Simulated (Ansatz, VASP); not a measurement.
One calculation of Si, two programs

```
Si
1.0
     0.00000    2.68757    2.68757
     2.68757    0.00000    2.68757
     2.68757    2.68757    0.00000
Si
2
Direct
  0.12500 0.12500 0.12500
  0.87500 0.87500 0.87500
```

Alike in both runs: task single point; functional PBE; k mesh 4 × 4 × 4; no spin polarisation.

|  | VASP | Ansatz |
| --- | --- | --- |
| version | VASP 6.6.1 | Ansatz 0.2 development build |
| potentials or method | VASP PAW PBE potentials, release 64 (Si), cutoff 500 eV | all-electron full-potential LAPW, scalar-relativistic |
| occupations | gaussian, width 0.01 eV | fixed |

```tsv
	VASP	Ansatz	Ansatz less VASP
gap on the k mesh at the Fermi level (eV)	0.63	0.63	+0.002
pressure (GPa)	5.9	5.9	+0.03
```

Ansatz ran all-electron here, and VASP with PAW potentials.

The k mesh is coarse, so the values compare programs but aren't converged.
